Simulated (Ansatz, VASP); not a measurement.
# Two plane-wave programs on Ga3BAs4

```
CELL_PARAMETERS angstrom
-2.75848 2.75848 5.47545
2.75848 -2.75848 5.47545
2.75848 2.75848 -5.47545
ATOMIC_POSITIONS crystal
Ga 0.50000 0.50000 0.00000
Ga 0.25000 0.75000 0.50000
Ga 0.75000 0.25000 0.50000
B 0.00000 0.00000 0.00000
As 0.66501 0.10559 0.00000
As 0.89441 0.89441 0.55942
As 0.10559 0.66501 0.00000
As 0.33499 0.33499 0.44058
```

Change from the starting cell: species swapped into the Si3NiP4 type (I-42m, No. 121).

Alike in both runs: functional PBE; k mesh 8 × 8 × 8; occupations gaussian, width 0.02 eV; no spin polarisation.

Ansatz relaxed the structure, and its values are those at the end. VASP's run is a single point on that final structure, the one shown.

```csv
,VASP,Ansatz
version,VASP 6.6.1,Ansatz 0.2.0
potentials or method,"VASP PAW PBE potentials, release 64 (Ga_d, B, As), cutoff 520 eV","scalar-relativistic, plane waves, PAW"
valence electrons in the cell,62,102
```

```csv
,VASP,Ansatz,Ansatz less VASP
gap on the k mesh at the Fermi level (eV),0.66,0.66,-0.003
least direct gap on the mesh (eV),0.66,0.66,-0.003
pressure (GPa),0.2,0.0,-0.21
rms of the force components (eV/Å),0.007,0.002,-0.0045
```

VASP's potentials hold 62 valence electrons a cell and Ansatz's 102, so a difference there can come from the potentials and not from the codes.
